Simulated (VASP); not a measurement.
**TiHg3Sb2: single point with PBE**

Crystal: TiHg3Sb2.

```
Ti Hg Sb
1.0
     4.20566    0.00000    0.00000
    -2.10283    3.64221    0.00000
     0.00000    0.00000   10.24988
Ti Hg Sb
1 3 2
Direct
  0.00000 0.00000 0.00000
  0.00000 0.00000 0.50000
  0.33333 0.66667 0.15175
  0.66667 0.33333 0.84825
  0.33333 0.66667 0.67419
  0.66667 0.33333 0.32581
```

The cell was generated, and may not be a known phase.

```yaml
Program: VASP 6.6.1
Task: single point
Functional: PBE
Potentials_or_basis: VASP PAW PBE potentials, release 64 (Ti_sv, Hg, Sb)
Cutoff: 520 eV
k_mesh: 6 × 6 × 2
Occupations: gaussian, width 0.1 eV
Spin: no spin polarisation
Dipole_correction: no
Further_INCAR_settings: ALGO = Fast; EDIFF = 1e-06; NBANDS = 38
```

```
Pressure               : -1.5 GPa
Largest force          : 0.762 eV/Å
Band gap on the k mesh : zero (bands 29 and 30 overlap by 1.31 eV)
```

Forces in eV/Å, atoms in the order of the input:
```
Ti   0.000  0.000  0.000
Hg   0.000  0.000  0.000
Hg   0.000  0.000 -0.054
Hg   0.000  0.000  0.054
Sb   0.000  0.000  0.762
Sb   0.000  0.000 -0.762
```

Stress tensor (GPa, compression positive):
```
-0.79  0.00  0.00
 0.00 -0.79  0.00
 0.00  0.00 -2.88
```

Levels at points of the mesh, in eV from the Fermi level:
```csv
k point,band 25,band 26,band 27,band 28,band 29,band 30,band 31,band 32,band 33,band 34
"(0.00, 0.00, 0.00)",-0.17,-0.17,0.10,0.61,0.61,0.74,0.74,1.50,1.50,1.70
"(0.50, 0.00, 0.00)",-3.50,-1.74,-1.14,-0.80,-0.60,-0.30,0.64,0.76,1.03,1.29
"(0.00, 0.00, 0.50)",-0.91,-0.21,-0.21,0.61,0.61,0.87,0.97,0.97,1.26,1.26
"(0.50, 0.00, 0.50)",-3.14,-1.86,-1.70,-1.29,0.03,0.12,0.36,0.41,0.80,1.14
```

It took 74 s on 1 thread of Intel(R) Xeon(R) 6975P-C (Granite Rapids), on a shared host, peak memory 0.32 GiB.

Caveat: spin-orbit coupling is left out, which moves the levels of the heavy elements.
